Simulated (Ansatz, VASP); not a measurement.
**One calculation of Ge, two programs**

```
Ge
1.0
     4.24600    0.00000    0.00000
    -2.12300    3.67714    0.00000
     0.00000    0.00000   28.00000
Ge
2
Cartesian
  0.0000 2.4514 14.2910
  2.1230 1.2257 13.7090
```

Alike in both runs: task single point; functional PBE; k mesh 12 × 12 × 1; occupations gaussian, width 0.1 eV; no spin polarisation.

|  | VASP | Ansatz |
| --- | --- | --- |
| version | VASP 6.6.1 | Ansatz 0.2.0 |
| potentials or method | VASP PAW PBE potentials, release 64 (Ge_d), cutoff 520 eV | scalar-relativistic, plane waves, PAW |
| valence electrons in the cell | 28 | 28 |

|  | VASP | Ansatz | Ansatz less VASP |
| --- | --- | --- | --- |
| gap on the k mesh at the Fermi level (eV) | none | none | - |
| rms of the force components (eV/Å) | 0.083 | 0.080 | -0.0022 |

Atom by atom the forces differ by 0.002 eV/Å (rms over components). A gap of «none» marks a metal or a gap that the smearing closes.
